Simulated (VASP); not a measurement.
Crystal: C.

```xyz
1
Lattice="1.9261 0.0000 0.0000 0.0000 1.9261 0.0000 0.0000 0.0000 1.9261" Properties=species:S:1:pos:R:3 pbc="T T T"
C     0.0000    0.0000    0.0000
```

- Program: VASP 6.6.1
- Task: relaxation of cell and atoms
- Functional: BLYP
- Potentials or basis: VASP PAW PBE potentials, release 64 (C)
- Cutoff: 600 eV
- k mesh: 16 × 16 × 16
- Occupations: fermi-dirac, width 0.1 eV
- Spin: no spin polarisation

At the start: pressure -32.5 GPa; volume 7.15 Å³/atom.

Problem. How do energy, volume and symmetry change on relaxing?

Solution. Over 3 steps the energy falls by 153.4 meV/atom and the volume is 5.86 Å³/atom (-18.0 %); space group Pm-3m (No. 221, to 0.05 Å).

Step by step:
```
step  energy change (eV)  largest force (eV/Å)  pressure (GPa)  volume (Å³)
   1              0.0000                0.0000          -32.48         7.15
   2             -0.1519                0.0000            4.74         5.75
   3             -0.1534                0.0000           -0.04         5.86
```

Final structure:
```
CELL_PARAMETERS angstrom
1.80244 0.00000 0.00000
0.00000 1.80244 0.00000
0.00000 0.00000 1.80244
ATOMIC_POSITIONS crystal
C 0.00000 0.00000 0.00000
```

Caveat: the volume moved by over 15 % at a fixed basis, so the end points are rough; the PAW data sets were made with another functional, which shifts forces and pressure a little.
